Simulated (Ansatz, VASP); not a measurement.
Zn2C in VASP and in Ansatz

```
CELL_PARAMETERS angstrom
0.00000 2.57795 2.57795
2.57795 0.00000 2.57795
2.57795 2.57795 0.00000
ATOMIC_POSITIONS crystal
C 0.00000 0.00000 0.00000
Zn 0.25000 0.25000 0.25000
Zn 0.75000 0.75000 0.75000
```

Alike in both runs: task single point; functional r2SCAN; k mesh 8 × 8 × 8; occupations fermi-dirac, width 0.02 eV; no spin polarisation.

|  | VASP | Ansatz |
| --- | --- | --- |
| version | VASP 6.6.1 | Ansatz 0.2.0 |
| potentials or method | VASP PAW PBE potentials, release 64 (C, Zn) | plane waves, PAW |
| plane-wave cutoff (eV) | 520 | 500 |
| valence electrons in the cell | 28 | 28 |

VASP gave:

- pressure (GPa): 0.7

**Question.** Which values does Ansatz return?

**Answer.** Pressure (GPa): 0.0.

VASP's potentials were made for PBE, not for r2SCAN. The functional is the same, so the differences come from potentials, cutoffs and numerics.
